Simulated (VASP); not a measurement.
# AlC2 (Cmme) in VASP: further runs, part 2 of 2

VASP 6.6.1. Earlier steps stand in the parts before.

### Step 3. Relaxation of cell and atoms, PBE

This run uses another cell than the first one, of 12.42 Å³/atom.

Input file INCAR:

```
ALGO = Normal ; EDIFF = 1E-7
EDIFFG = -0.04 ; ENCUT = 600
GGA = PE ; IBRION = 2
ISIF = 3 ; ISMEAR = 0
LASPH = True ; LCHARG = False
LREAL = False ; LWAVE = False
NELM = 80 ; NSW = 90
PREC = Accurate ; SIGMA = 0.1
```

Input file KPOINTS:

```
k-points
0
Gamma
  4 4 4
```

Input file POSCAR:

```
AlC2
1.0
    2.5919777367     -2.7906017986      0.0000000000
    2.5919777367      2.7906017986      0.0000000000
    0.0000000000      0.0000000000      5.1523000836
Al C
2 4
Direct
    0.2500000000      0.7500000000      0.3333333333
    0.7500000000      0.2500000000      0.6666666667
    0.9166666667      0.4166666667      0.1250000000
    0.5833333333      0.0833333333      0.1250000000
    0.0833333333      0.5833333333      0.8750000000
    0.4166666667      0.9166666667      0.8750000000
```

Potentials or basis: VASP PAW PBE potentials, release 64 (Al, C).

Run with:

```bash
$ cat potpaw_PBE.64/Al/POTCAR potpaw_PBE.64/C/POTCAR > POTCAR
$ mpirun -np 1 vasp_std > vasp.out
```

OUTCAR:

```text
EDIFF = 1E-7
   EDIFFG = -0.04
   ENCUT = 600
   GGA = PE
   IBRION = 2
   ISIF = 3
   ISMEAR = 0
   LASPH = True
   LREAL = False
   NELM = 80
   NSW = 90
   PREC = Accurate

 ion  position               nearest neighbor table
   1  0.250  0.750  0.333-   3 2.03   4 2.03   5 2.51   6 2.51   2 3.11   2 3.11   2 3.28   2 3.28

   2  0.750  0.250  0.667-   5 2.03   6 2.03   3 2.51   4 2.51   1 3.11   1 3.11   1 3.28   1 3.28

   3  0.917  0.417  0.125-   5 1.55   4 1.73   1 2.03   2 2.51
   4  0.583  0.083  0.125-   6 1.55   3 1.73   1 2.03   2 2.51
   5  0.083  0.583  0.875-   3 1.55   6 1.73   2 2.03   1 2.51
   6  0.417  0.917  0.875-   4 1.55   5 1.73   2 2.03   1 2.51

  LATTYP: Found a base centered orthorhombic cell.
 ALAT       =     5.1839554734
 B/A-ratio  =     1.0766303117
 C/A-ratio  =     0.9938935838

  Lattice vectors:

 A1 = (   2.5919777367,  -2.7906017986,   0.0000000000)
 A2 = (   2.5919777367,   2.7906017986,   0.0000000000)
 A3 = (   0.0000000000,   0.0000000000,   5.1523000836)

Analysis of symmetry for initial positions (statically):
=====================================================================
 Subroutine PRICEL returns:
 Original cell was already a primitive cell.

 Routine SETGRP: Setting up the symmetry group for a
 base centered orthorhombic supercell.

 Subroutine GETGRP returns: Found  8 space group operations
 (whereof  4 operations were pure point group operations)
 out of a pool of  8 trial point group operations.

The static configuration has the point symmetry C_2h.
 The point group associated with its full space group is D_2h.

Analysis of symmetry for dynamics (positions and initial velocities):
=====================================================================
 Subroutine PRICEL returns:
 Original cell was already a primitive cell.

 Routine SETGRP: Setting up the symmetry group for a
 base centered orthorhombic supercell.

 Subroutine GETGRP returns: Found  8 space group operations
 (whereof  4 operations were pure point group operations)
 out of a pool of  8 trial point group operations.

The dynamic configuration has the point symmetry C_2h.
 The point group associated with its full space group is D_2h.

 Subroutine INISYM returns: Found  8 space group operations
[... 133 lines left out ...]
 non-spin polarized calculation
 Gauss-broadening in eV      SIGMA  =   0.10
  energy-cutoff  :      600.00
  volume of cell :       74.54
 maximum number of plane-waves:      2522
   NGX = 15   NGY = 15   NGZ = 21

--------------------------------------- Ionic step        1  -------------------------------------------

 number of electron      22.0000001 magnetization

 Free energy of the ion-electron system (eV)
  ---------------------------------------------------
  ext. energy  EPLUGINS =         0.00000000
  ---------------------------------------------------
  free energy    TOTEN  =       -35.71008740 eV

  energy without entropy =      -35.69830841  energy(sigma->0) =      -35.70419791

------------------------ aborting loop because EDIFF is reached ----------------------------------------

  FORCE on cell =-STRESS in cart. coord.  units (eV):
  Direction    XX          YY          ZZ          XY          YZ          ZX
  --------------------------------------------------------------------------------------
  -------------------------------------------------------------------------------------
  Total      -28.9538135      2.8872137     -8.1342491      0.0000000     -0.0000000      0.0000000
  in kB     -622.3806382     62.0624951   -174.8508577      0.0000000     -0.0000000      0.0000000
  external PRESSURE =    -245.0563336 kB  Pullay stress =       0.0000000 kB
[... 101 lines left out ...]
  FREE ENERGIE OF THE ION-ELECTRON SYSTEM (eV)
  ---------------------------------------------------
  free  energy   TOTEN  =       -38.5416517959 eV

  energy  without entropy=      -38.5305216610  energy(sigma->0) =      -38.53608673

[... ionic steps 4 to 29 ...]

--------------------------------------- Ionic step       30  -------------------------------------------

 number of electron      21.9999997 magnetization

------------------------ aborting loop because EDIFF is reached ----------------------------------------
[... 75 lines left out ...]
--------------------------------------- Ionic step       32  -------------------------------------------

 number of electron      21.9999998 magnetization

 Free energy of the ion-electron system (eV)
  ---------------------------------------------------
  ext. energy  EPLUGINS =         0.00000000
  ---------------------------------------------------
  free energy    TOTEN  =       -40.34248285 eV

  energy without entropy =      -40.33595402  energy(sigma->0) =      -40.33921843

 E-fermi :   5.4416     XC(G=0): -10.4106

 val. band max:        5.3850772214   @ k =   0.2500   0.2500   0.0000
 cond. band min:       5.4786047302   @ k =   0.5000   0.5000   0.2500
 fundamental gap:      0.0935275088
 Fermi energy:         5.4416102334

 k-point     1 :       0.0000    0.0000    0.0000
  band No.  band energies     occupation
      1     -11.5661      2.00000
      2      -6.8097      2.00000
      3      -4.0771      2.00000
      4      -2.4566      2.00000
      5      -2.3336      2.00000
      6       0.1368      2.00000
      7       2.9718      2.00000
      8       3.8174      2.00000
      9       4.2279      2.00000
     10       4.5857      2.00000
     11       6.0933      0.00000
     12       6.1640      0.00000
     13       8.4931      0.00000
     14       9.9171      0.00000
[... 392 lines left out ...]
  FREE ENERGIE OF THE ION-ELECTRON SYSTEM (eV)
  ---------------------------------------------------
  free  energy   TOTEN  =       -40.3424828466 eV

  energy  without entropy=      -40.3359540186  energy(sigma->0) =      -40.33921843

 reached required accuracy - stopping structural energy minimisation
```

CONTCAR:

```text
AlC2
   1.00000000000000
     2.0913683188460959   -2.6510859627276675    0.0000000000000000
     2.0913683188460959    2.6510859627276675   -0.0000000000000000
     0.0000000000000000   -0.0000000000000000    6.2328432813121459
  Al              C
     2     4
Direct
     0.2500000000000000    0.7500000000000000    0.3337314003202707
     0.7500000000000000    0.2500000000000000    0.6662685996797295
     0.9142081723828569    0.4142081723828572    0.1024472584229407
     0.5857918276171431    0.0857918276171429    0.1024472584229407
     0.0857918276171429    0.5857918276171431    0.8975527415770592
     0.4142081723828572    0.9142081723828569    0.8975527415770592

  0.00000000E+00  0.00000000E+00  0.00000000E+00
  0.00000000E+00  0.00000000E+00  0.00000000E+00
  0.00000000E+00  0.00000000E+00  0.00000000E+00
  0.00000000E+00  0.00000000E+00  0.00000000E+00
  0.00000000E+00  0.00000000E+00  0.00000000E+00
  0.00000000E+00  0.00000000E+00  0.00000000E+00
```

Wall time 13 min (1 thread of Intel Xeon 8259CL, shared host); peak memory 0.2 GiB.

What came out:

```
Free energy                           : -40.3425 eV
Relaxed volume                        : 11.52 Å³/atom
Relaxed cell                          : a = 3.377 Å, b = 3.377 Å, c = 6.233 Å, α = 90.00°, β = 90.00°, γ = 103.46°
Space group after relaxing (to 0.1 Å) : Cmme (No. 67)
Energy gained by relaxing             : 772.1 meV/atom
Ionic steps                           : 32
Pressure after relaxing               : 0.0 GPa
Largest force after relaxing          : 0.018 eV/Å
Band gap on the k mesh                : zero (bands 11 and 12 overlap by 1.97 eV)
```

Forces in eV/Å, atoms in the order of the input:
```
Al   0.000  0.000  0.018
Al   0.000  0.000 -0.018
C   -0.002  0.000 -0.013
C    0.002  0.000 -0.013
C    0.002  0.000  0.013
C   -0.002  0.000  0.013
```

The path:
```tsv
step	energy change (eV)	largest force (eV/Å)	pressure (GPa)	volume (Å³)
1	0.0000	2.2602	-24.51	74.54
2	1.2517	5.4351	93.77	54.68
3	-2.8316	2.2791	7.39	64.09
4	-2.8468	2.2892	9.83	63.64
5	-1.2812	14.8736	34.38	64.84
6	-3.3788	1.6857	12.32	64.19
7	-3.9271	0.6453	-5.22	71.03
8	-3.9291	0.6627	-4.40	70.62
9	-4.0968	1.0792	1.63	70.47
10	-4.0966	1.1130	1.90	70.46
11	-4.2415	1.2968	-0.63	71.53
12	-4.1992	1.9890	-4.60	73.17
13	-4.2869	1.2767	-2.24	72.16
14	-4.3890	0.9662	-0.95	72.19
15	-4.4166	0.8354	0.25	72.18
16	-4.5282	0.5057	-0.65	72.27
17	-4.5744	0.8466	-0.61	72.36
18	-4.6019	0.3579	0.16	72.21
19	-4.6030	0.2286	0.02	72.24
20	-4.6099	0.0644	-1.21	72.22
21	-4.6110	0.0601	-1.88	72.21
22	-4.6175	0.1094	-1.55	71.60
23	-4.6239	0.2036	-0.85	70.52
24	-4.6243	0.2359	-0.60	70.16
25	-4.6278	0.1946	0.40	69.69
26	-4.6278	0.1941	0.41	69.68
27	-4.6304	0.1034	0.20	69.52
28	-4.6308	0.0949	0.08	69.42
29	-4.6314	0.0273	-0.17	69.41
30	-4.6315	0.0128	-0.31	69.40
31	-4.6320	0.0114	-0.19	69.30
32	-4.6324	0.0178	0.01	69.11
```

Final structure:
```xyz
6
Lattice="2.0914 -2.6511 0.0000 2.0914 2.6511 0.0000 0.0000 0.0000 6.2328" Properties=species:S:1:pos:R:3 pbc="T T T"
Al    2.0914    1.3255    2.0801
Al    2.0914   -1.3255    4.1527
C     2.7782   -1.3255    0.6385
C     1.4045   -1.3255    0.6385
C     1.4045    1.3255    5.5943
C     2.7782    1.3255    5.5943
```

Levels at points of the mesh, in eV from the Fermi level:
```tsv
k point	band 7	band 8	band 9	band 10	band 11	band 12	band 13	band 14	band 15
(0.00, 0.00, 0.00)	-2.47	-1.62	-1.21	-0.86	0.65	0.72	3.05	4.48	5.99
(0.50, 0.00, 0.00)	-3.68	-3.68	-2.67	-2.67	0.53	0.53	2.99	2.99	6.34
(0.50, 0.50, 0.00)	-4.13	-3.67	-2.49	-1.29	-0.88	1.12	1.63	4.07	4.15
(0.00, 0.00, 0.50)	-3.94	-2.59	-1.62	-0.82	0.68	1.14	3.94	5.19	5.76
(0.50, 0.00, 0.50)	-3.53	-3.53	-2.03	-2.03	-1.29	-1.29	3.07	3.07	6.52
(0.50, 0.50, 0.50)	-4.39	-3.34	-2.56	-0.55	-0.30	1.00	2.16	2.55	4.08
```

Caveat: the k points lie up to 0.48 Å⁻¹ apart in the final cell, too coarse for converged energies and pressures of a metal; a cell axis changed by over 15 % at a fixed basis, so the end point is rough.

The gap in the log of VASP goes by the Fermi energy; the results here count the filled bands.